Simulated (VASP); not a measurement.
Here is a VASP 6.6.1 calculation.

File INCAR:

```
PREC     = Accurate       # precision mode
ENCUT    = 520            # plane-wave cutoff, eV
EDIFF    = 1E-7           # SCF threshold, eV
ISMEAR   = -1             # smearing method
SIGMA    = 0.05           # smearing width, eV
LREAL    = F              # projectors in reciprocal space
LASPH    = T              # aspherical terms in the spheres
NELM     = 100            # most SCF steps
ALGO     = Normal         # electronic algorithm
ISIF     = 2              # what is computed and relaxed
LWAVE    = F              # write WAVECAR
LCHARG   = F              # write CHGCAR
GGA      = PS             # functional
NBANDS   = 36             # bands
```

KPOINTS

```
Automatic mesh
0
Gamma
  9 6 6
```

Contents of POSCAR:

```
W
1.0
    3.1346572294      0.0000000000      0.0000000000
    0.0000000000      4.4120212481      0.0000000000
    0.0000000000      0.0000000000      4.4120223658
W
4
Direct
    0.7499999000      0.9999999684      0.7500000000
    0.2500001000      0.4999999684      0.7500000000
    0.2500001000      0.0000000316      0.2500000000
    0.7499999000      0.5000000316      0.2500000000
```

Potentials or basis: VASP PAW PBE potentials, release 64 (W_sv).

Run with:

```bash
$ cat potpaw_PBE.64/W_sv/POTCAR > POTCAR
$ mpirun -np 1 vasp_std > vasp.out
```

Question: Estimate the band gap on the k mesh.

Answer: Zero (band 28 reaches 12.70 eV, above the bottom of band 29 at 11.28 eV).

Question: Estimate the pressure.

Answer: 10.8 GPa.

Caveat: the PAW data sets were made with another functional, which shifts forces and pressure a little; spin-orbit coupling is left out, which moves the levels of the heavy elements.
